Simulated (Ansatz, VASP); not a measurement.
## LiSnF3 in VASP and in Ansatz

File INCAR:

```
PREC     = Accurate       # precision mode
ENCUT    = 600            # plane-wave cutoff, eV
EDIFF    = 1E-6           # SCF threshold, eV
ISMEAR   = 0              # smearing method
SIGMA    = 0.02           # smearing width, eV
LREAL    = False          # projectors in reciprocal space
LASPH    = True           # aspherical terms in the spheres
NELM     = 100            # most SCF steps
ALGO     = Normal         # electronic algorithm
ISIF     = 3              # what is computed and relaxed
LWAVE    = False          # write WAVECAR
LCHARG   = False          # write CHGCAR
GGA      = PE             # functional
IBRION   = 2              # ionic algorithm
NSW      = 100            # ionic steps
EDIFFG   = -0.01          # ionic threshold
```

KPOINTS

```
Automatic mesh
0
Gamma
  6 6 6
```

POSCAR

```
LiSnF3
1.0
    4.6845392506      0.0000000000      0.0000000000
    0.0000000000      4.6845392506      0.0000000000
    0.0000000000      0.0000000000      4.6845392506
Li Sn F
1 1 3
Direct
    0.0000000000      0.0000000000      0.0000000000
    0.5000000000      0.5000000000      0.5000000000
    0.0000000000      0.5000000000      0.5000000000
    0.5000000000      0.5000000000      0.0000000000
    0.5000000000      0.0000000000      0.5000000000
```

Input for Ansatz:

```yaml
crystal:
  lattice:
    - [4.6845392506, 0.0, 0.0]
    - [0.0, 4.6845392506, 0.0]
    - [0.0, 0.0, 4.6845392506]
  atoms:
    - { symbol: Li, position: [0.0, 0.0, 0.0] }
    - { symbol: Sn, position: [0.5, 0.5, 0.5] }
    - { symbol: F, position: [0.0, 0.5, 0.5] }
    - { symbol: F, position: [0.5, 0.5, 0.0] }
    - { symbol: F, position: [0.5, 0.0, 0.5] }
basis:
  ecutwfc: 420
kpoints:
  mp_grid: { grid: [6, 6, 6] }
hamiltonian:
  xc: pbe
scf:
  occupations: { method: gaussian, width: 0.02 }
output:
  forces: true
  stress: true
  eigenvalues: true
relax:
  adjacent_minimum: "off"
  f_tol: 0.01
  max_steps: 80
  cell: { stress_tol: 0.05 }
```

Change from the starting cell: species swapped into the EuBPd3 type (Pm-3m, No. 221).

Alike in both runs: task relaxation of cell and atoms; functional PBE; k mesh 6 × 6 × 6; occupations gaussian, width 0.02 eV; no spin polarisation.

|  | VASP | Ansatz |
| --- | --- | --- |
| version | VASP 6.6.1 | Ansatz 0.2.0 |
| potentials or method | VASP PAW PBE potentials, release 64 (Li_sv, Sn_d, F), cutoff 600 eV | scalar-relativistic, plane waves, PAW |
| valence electrons in the cell | 38 | 38 |

VASP gave:

```
gap on the k mesh at the Fermi level, each at its own relaxed structure (eV) : 0.89
relaxed volume (Å³/atom)                                                     : 20.33
relaxed cell length with the largest relative difference (Å)                 : 4.667
```

Problem. What did Ansatz give for the same quantities?

Solution. gap on the k mesh at the Fermi level, each at its own relaxed structure (eV): 0.92; relaxed volume (Å³/atom): 20.43; relaxed cell length with the largest relative difference (Å): 4.674.

Noted on VASP's run: the cutoff is short for stress, so the pressure is rough.
